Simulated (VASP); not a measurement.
# Al2Cu (I4/mcm) in VASP: a series of runs, part 2 of 3

VASP 6.6.1.

### Step 3. Single point, PBEsol

This run uses another cell than the first one, of 14.02 Å³/atom.

The input, INCAR:

```
ALGO = Fast
EDIFF = 1E-6
ENCUT = 520
GGA = PS
ISIF = 2
ISMEAR = 0
LASPH = T
LCHARG = F
LREAL = F
LWAVE = F
NBANDS = 26
NELM = 80
PREC = Accurate
SIGMA = 0.15
```

The input, KPOINTS:

```
k-points
0
Gamma
  10 10 10
```

The input, POSCAR:

```
Al2Cu
1.0
   -2.9366000000      2.9366000000      2.4379500000
    2.9366000000     -2.9366000000      2.4379500000
    2.9366000000      2.9366000000     -2.4379500000
Al Cu
4 2
Direct
    0.1593210787      0.6593210787      0.8186421574
    0.6593210787      0.8406789213      0.5000000000
    0.8406789213      0.3406789213      0.1813578426
    0.3406789213      0.1593210787      0.5000000000
    0.7500000000      0.7500000000      0.0000000000
    0.2500000000      0.2500000000      0.0000000000
```

Potentials or basis: VASP PAW PBE potentials, release 64 (Al, Cu).

Run with:

```
$ cat potpaw_PBE.64/Al/POTCAR potpaw_PBE.64/Cu/POTCAR > POTCAR
$ mpirun -np 1 vasp_std > vasp.out
```

OUTCAR:

```text
EDIFF = 1E-6
   ENCUT = 520
   GGA = PS
   ISIF = 2
   ISMEAR = 0
   LASPH = T
   LREAL = F
   NELM = 80
   PREC = Accurate

 ion  position               nearest neighbor table
   1  0.159  0.659  0.819-   5 2.52   6 2.52   5 2.52   6 2.52   3 2.65   3 2.87   3 2.87   4 3.07
                             2 3.07   2 3.07   4 3.07   4 3.12   2 3.12   2 3.12   4 3.12
   2  0.659  0.841  0.500-   6 2.52   5 2.52   5 2.52   6 2.52   4 2.65   4 2.87   4 2.87   3 3.07
                             1 3.07   1 3.07   3 3.07   1 3.12   3 3.12   1 3.12   3 3.12
   3  0.841  0.341  0.181-   5 2.52   6 2.52   5 2.52   6 2.52   1 2.65   1 2.87   1 2.87   2 3.07
                             4 3.07   4 3.07   2 3.07   4 3.12   2 3.12   4 3.12   2 3.12
   4  0.341  0.159  0.500-   5 2.52   6 2.52   6 2.52   5 2.52   2 2.65   2 2.87   2 2.87   3 3.07
                             1 3.07   1 3.07   3 3.07   1 3.12   3 3.12   3 3.12   1 3.12
   5  0.750  0.750  0.000-   6 2.44   6 2.44   4 2.52   2 2.52   4 2.52   2 2.52   1 2.52   3 2.52
                             3 2.52   1 2.52
   6  0.250  0.250  0.000-   5 2.44   5 2.44   2 2.52   4 2.52   2 2.52   4 2.52   3 2.52   1 2.52
                             1 2.52   3 2.52

  LATTYP: Found a body centered tetragonal cell.
 ALAT       =     5.8732000000
 C/A-ratio  =     0.8301947831

  Lattice vectors:

 A1 = (  -2.9366000000,   2.9366000000,   2.4379500000)
 A2 = (   2.9366000000,  -2.9366000000,   2.4379500000)
 A3 = (   2.9366000000,   2.9366000000,  -2.4379500000)

Analysis of symmetry for initial positions (statically):
=====================================================================
 Subroutine PRICEL returns:
 Original cell was already a primitive cell.

 Routine SETGRP: Setting up the symmetry group for a
 body centered tetragonal supercell.

 Subroutine GETGRP returns: Found 16 space group operations
 (whereof  8 operations were pure point group operations)
 out of a pool of 16 trial point group operations.

The static configuration has the point symmetry C_4h.
 The point group associated with its full space group is D_4h.

Analysis of symmetry for dynamics (positions and initial velocities):
=====================================================================
 Subroutine PRICEL returns:
 Original cell was already a primitive cell.

 Routine SETGRP: Setting up the symmetry group for a
 body centered tetragonal supercell.

 Subroutine GETGRP returns: Found 16 space group operations
 (whereof  8 operations were pure point group operations)
 out of a pool of 16 trial point group operations.

The dynamic configuration has the point symmetry C_4h.
 The point group associated with its full space group is D_4h.

 Subroutine INISYM returns: Found 16 space group operations
 (whereof  8 operations are pure point group operations),
 and found     1 'primitive' translations

----------------------------------------------------------------------------------------

                                     Primitive cell

  volume of cell :      84.0958

  direct lattice vectors                    reciprocal lattice vectors
    -2.936600000  2.936600000  2.437950000     0.000000000  0.170264932  0.205090342
     2.936600000 -2.936600000  2.437950000     0.170264932  0.000000000  0.205090342
     2.936600000  2.936600000 -2.437950000     0.170264932  0.170264932  0.000000000

  length of vectors
     4.815686797  4.815686797  4.815686797     0.266556177  0.266556177  0.240790976

  position of ions in fractional coordinates (direct lattice)
     0.159321079  0.659321079  0.818642157
     0.659321079  0.840678921  0.500000000
[... 34 lines left out ...]

 Subroutine IBZKPT returns following result:
 ===========================================

 Found    102 irreducible k-points:

 Following reciprocal coordinates:
            Coordinates               Weight
  0.000000  0.000000  0.000000      1.000000
  0.100000 -0.000000  0.000000      8.000000
  0.200000 -0.000000  0.000000      8.000000
  0.300000 -0.000000  0.000000      8.000000
  0.400000 -0.000000  0.000000      8.000000
  0.500000 -0.000000  0.000000      4.000000
[... 16 lines left out ...]
  0.300000  0.300000  0.000000      8.000000
  0.400000  0.300000  0.000000     16.000000
 [... further k-points ...]
   k-points           NKPTS =    102   k-points in BZ     NKDIM =    102   number of bands    NBANDS=     26
   number of dos      NEDOS =    301   number of ions     NIONS =      6
   total plane-waves  NPLWV =  46656
   dimension x,y,z NGX =    36 NGY =   36 NGZ =   36
   dimension x,y,z NGXF=    72 NGYF=   72 NGZF=   72
   ions per type =               4   2
   NGX,Y,Z   is equivalent  to a cutoff of  12.43, 12.43, 12.43 a.u.
   NGXF,Y,Z  is equivalent  to a cutoff of  24.86, 24.86, 24.86 a.u.
 SYSTEM =  unknown system
   PREC   = accura    normal or accurate (medium, high low for compatibility)
   ISTART =      0    job   : 0-new  1-cont  2-samecut
   ICHARG =      2    charge: 1-file 2-atom 10-const
   ISPIN  =      1    spin polarized calculation?
   LNONCOLLINEAR =      F non collinear calculations
   LSORBIT =      F    spin-orbit coupling
   LASPH  =      T    aspherical Exc in radial PAW
   ENCUT  =  520.0 eV  38.22 Ry    6.18 a.u.   8.95  8.95  8.95*2*pi/ulx,y,z
   NELM   =     80;   NELMIN=  2; NELMDL= -5     # of ELM steps
   EDIFF  = 0.1E-05   stopping-criterion for ELM
   LREAL  =      F    real-space projection
[... 7 lines left out ...]
   TEBEG  =    0.0;   TEEND  =   0.0 temperature during run
   PSTRESS=    0.0 pullay stress
   NELECT =      34.0000    total number of electrons
   NUPDOWN=      -1.0000    fix difference up-down
   EMIN   =  10.00;   EMAX   =-10.00  energy-range for DOS
   EFERMI =   0.00;   METHOD = LEGACY
   ISMEAR =     0;   SIGMA  =   0.15  broadening in eV -4-tet -1-fermi 0-gaus
   EFERMI_NEDOS =   21; number of points for ismear=-14 and -15
   IALGO  =     68    algorithm
   IMIX   =      4    mixing-type and parameters
     AMIX     =   0.40;   BMIX     =  1.00
     AMIX_MAG =   1.60;   BMIX_MAG =  1.00
  volume/ion in A,a.u.               =      14.02        94.58
  Fermi-wavevector in a.u.,A,eV,Ry     =   1.210532  2.287574 19.937817  1.465388
  Thomas-Fermi vector in A             =   2.346076
   LORBIT       =      0    0 simple, 1 ext, 2 COOP (PROOUT), +10 PAW based schemes
   GGA     = PS    functional components
   LHFCALC =     F    Hartree Fock is set to
   AEXX    =    0.0000 exact exchange contribution
   IVDW    =     0    specifies the selected vdW correction
   LEPSILON=     F    determine dielectric tensor
   LRPA    =     F    only Hartree local field effects (RPA)
 non-spin polarized calculation
 RMM-DIIS sequential band-by-band and
 Gauss-broadening in eV      SIGMA  =   0.15
  energy-cutoff  :      520.00
  volume of cell :       84.10
 maximum number of plane-waves:      2294
   NGX = 17   NGY = 17   NGZ = 17

 number of electron      34.0000036 magnetization

 Free energy of the ion-electron system (eV)
  ---------------------------------------------------
  ext. energy  EPLUGINS =         0.00000000
  ---------------------------------------------------
  free energy    TOTEN  =       -25.96692510 eV

  energy without entropy =      -25.94782304  energy(sigma->0) =      -25.95737407

 E-fermi :   8.5469     XC(G=0): -11.2099

 val. band max:        8.5309000904   @ k =  -0.3000  -0.3000   0.3000
 cond. band min:       8.5486415741   @ k =  -0.4000   0.2000  -0.0000
 fundamental gap:      0.0177414837
 Fermi energy:         8.5468790826

 k-point     1 :       0.0000    0.0000    0.0000
  band No.  band energies     occupation
      1      -2.6156      2.00000
      2       3.0093      2.00000
      3       3.1349      2.00000
      4       3.1349      2.00000
      5       3.2433      2.00000
      6       4.1404      2.00000
[... 685 lines left out ...]
     25      15.9344      0.00000
     26      16.1650      0.00000

 [... further k-points ...]
[... 5 lines left out ...]
  --------------------------------------------------------------------------------------
  -------------------------------------------------------------------------------------
  Total        2.8379973      2.8379973      0.4837284      0.0000000      0.0000000      0.0000000
  in kB       54.0689816     54.0689816      9.2159011      0.0000000      0.0000000      0.0000000
  external PRESSURE =      39.1179547 kB  Pullay stress =       0.0000000 kB

 VOLUME and BASIS-vectors are now :
 -----------------------------------------------------------------------------
  energy-cutoff  :      520.00
  volume of cell :       84.10
      direct lattice vectors                 reciprocal lattice vectors
    -2.936600000  2.936600000  2.437950000     0.000000000  0.170264932  0.205090342
     2.936600000 -2.936600000  2.437950000     0.170264932  0.000000000  0.205090342
     2.936600000  2.936600000 -2.437950000     0.170264932  0.170264932  0.000000000

 POSITION                                       TOTAL-FORCE (eV/Angst)
 -----------------------------------------------------------------------------------
      3.87232      0.93572      0.00000         0.049726      0.049726      0.000000
      2.00088      0.93572      2.43795        -0.049726      0.049726     -0.000000
     -0.93572      2.00088      2.43795        -0.049726     -0.049726     -0.000000
      0.93572      2.00088      0.00000         0.049726     -0.049726     -0.000000
      0.00000      0.00000      3.65692         0.000000     -0.000000     -0.000000
      0.00000      0.00000      1.21897         0.000000     -0.000000     -0.000000
 -----------------------------------------------------------------------------------
    total drift:                                0.000000      0.000000      0.000000

  FREE ENERGIE OF THE ION-ELECTRON SYSTEM (eV)
  ---------------------------------------------------
  free  energy   TOTEN  =       -25.9669250984 eV

  energy  without entropy=      -25.9478230376  energy(sigma->0) =      -25.95737407
```

It took 2 min on 1 thread of Intel Xeon 6975P-C (Granite Rapids), shared host; peak memory 0.33 GiB.

Results:

* Free energy: -25.9669 eV
* Pressure: 3.9 GPa
* Largest force: 0.070 eV/Å
* Band gap on the k mesh: zero (bands 17 and 18 overlap by 4.21 eV)

Forces on the atoms (eV/Å):
```
Al   0.050  0.050  0.000
Al  -0.050  0.050  0.000
Al  -0.050 -0.050  0.000
Al   0.050 -0.050  0.000
Cu   0.000  0.000  0.000
Cu   0.000  0.000  0.000
```

Caveat: the cell stands under pressure; the PAW data sets were made with another functional, which shifts forces and pressure a little.

### Step 4. Single point, PBEsol

This run uses another cell than the first one, of 14.14 Å³/atom.

The input, INCAR:

```
SYSTEM = Al2Cu
ALGO     = Fast           ! electronic algorithm
EDIFF    = 1E-6           ! SCF threshold, eV
ENCUT    = 520            ! plane-wave cutoff, eV
GGA      = PS             ! functional
ISIF     = 2              ! what is computed and relaxed
ISMEAR   = 0              ! smearing method
LASPH    = .TRUE.         ! aspherical terms in the spheres
LCHARG   = .TRUE.         ! write CHGCAR
LELF     = .TRUE.         ! ELF
LREAL    = .FALSE.        ! projectors in reciprocal space
LVHAR    = .TRUE.       
LWAVE    = .FALSE.        ! write WAVECAR
NBANDS   = 26             ! bands
NELM     = 100            ! most SCF steps
PREC     = Accurate       ! precision mode
SIGMA    = 0.15           ! smearing width, eV
```

The input, KPOINTS:

```
k-points
0
G
  10 10 10
  0 0 0
```

Edit POSCAR of step 3 so:

```diff
@@ -2,5 +2,5 @@
 1.0
-   -2.9366000000      2.9366000000      2.4379500000
-    2.9366000000     -2.9366000000      2.4379500000
-    2.9366000000      2.9366000000     -2.4379500000
+   -2.9066000000      2.9066000000      2.5103500000
+    2.9066000000     -2.9066000000      2.5103500000
+    2.9066000000      2.9066000000     -2.5103500000
 Al Cu
```

Run with:

```
$ cat potpaw_PBE.64/Al/POTCAR potpaw_PBE.64/Cu/POTCAR > POTCAR
$ mpirun -np 1 vasp_std > vasp.out
```

Wall time 1.8 min (1 thread of Intel Xeon 6975P-C (Granite Rapids), shared host); peak memory 0.33 GiB.

Results (log left out):

```
Free energy            : -25.8870 eV
Pressure               : 3.3 GPa
Largest force          : 0.223 eV/Å
Band gap on the k mesh : zero (bands 17 and 18 overlap by 3.81 eV)
```

Forces on the atoms (eV/Å):
```
Al   0.158  0.158  0.000
Al  -0.158  0.158  0.000
Al  -0.158 -0.158  0.000
Al   0.158 -0.158  0.000
Cu   0.000  0.000  0.000
Cu   0.000  0.000  0.000
```

Stress tensor (GPa, compression positive):
```
 6.29  0.00  0.00
 0.00  6.29  0.00
 0.00  0.00 -2.57
```

Levels at points of the mesh, in eV from the Fermi level:
| k point | band 14 | band 15 | band 16 | band 17 | band 18 | band 19 | band 20 | band 21 |
| --- | --- | --- | --- | --- | --- | --- | --- | --- |
| (0.00, 0.00, 0.00) | -1.91 | -1.63 | -1.47 | -1.47 | -1.15 | -0.04 | 0.02 | 1.13 |
| (0.50, 0.00, 0.00) | -3.13 | -2.65 | -2.65 | 0.47 | 0.47 | 3.51 | 3.51 | 4.74 |
| (0.50, 0.50, 0.00) | -3.19 | -1.52 | -1.14 | -1.09 | -0.64 | 1.31 | 1.84 | 4.77 |
| (0.50, 0.50, 0.50) | -3.55 | -3.37 | -2.16 | 2.34 | 2.92 | 2.92 | 3.64 | 4.01 |

Caveat: the stress differs along the axes, from -3 to 6 GPa; the PAW data sets were made with another functional, which shifts forces and pressure a little.

(Part 2 of 3 ends here.)

The gap in the log of VASP goes by the Fermi energy; the results here count the filled bands.